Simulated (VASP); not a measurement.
The system is Pb.

```xyz
2
Lattice="0.0000 3.4618 3.4618 3.4618 0.0000 3.4618 3.4618 3.4618 0.0000" Properties=species:S:1:pos:R:3 pbc="T T T"
Pb    1.7309    1.7309    1.7309
Pb    0.0000    0.0000    0.0000
```

Base run:

* Program: VASP 6.6.1
* Functional: PBE
* Potentials or basis: VASP PAW PBE potentials, release 64 (Pb_d)
* Cutoff: 520 eV
* k mesh: 7 × 7 × 7
* Occupations: fermi-dirac, width 0.05 eV
* Spin: no spin polarisation

Its results: band gap on the k mesh zero (band 14 reaches 4.56 eV, above the bottom of band 15 at 3.48 eV); pressure 1.7 GPa.

Task: The run is repeated on the same cell with these changes: functional from PBE to r2SCAN. What comes out?

Result: Band gap on the k mesh zero (band 14 reaches 4.40 eV, above the bottom of band 15 at 3.27 eV); pressure 0.4 GPa.

Caveats: spin-orbit coupling is left out, which moves the levels of the heavy elements; the PAW data sets were made with another functional, which shifts forces and pressure a little (some runs).
